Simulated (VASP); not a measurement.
Input of a VASP 6.6.1 run:

The input INCAR:

```
PREC = Accurate ; ENCUT = 520
EDIFF = 1E-6 ; ISMEAR = 0
SIGMA = 0.1 ; LREAL = False
LASPH = True ; NELM = 60
ALGO = Normal ; ISIF = 2
LWAVE = False ; LCHARG = False
GGA = PE ; NBANDS = 21
```

KPOINTS

```
Automatic mesh
0
Gamma
  8 8 8
```

The input POSCAR:

```
Sn
1.0
    0.0000000000      3.3289000152      3.3289000152
    3.3289000152      0.0000000000      3.3289000152
    3.3289000152      3.3289000152      0.0000000000
Sn
2
Direct
    0.5000000000      0.5000000000      0.5000000000
    0.7500000000      0.7500000000      0.7500000000
```

Potentials or basis: VASP PAW PBE potentials, release 64 (Sn_d).

Command:

```console
$ cat potpaw_PBE.64/Sn_d/POTCAR > POTCAR
$ mpirun -np 1 vasp_std > vasp.out
```

(1) Estimate the pressure.

(2) What does it give for the band gap on the k mesh?

Results:

(1) -0.1 GPa.

(2) zero (band 14 reaches 4.95 eV, above the bottom of band 15 at 4.72 eV).

Caveat: spin-orbit coupling is left out, which moves the levels of the heavy elements.
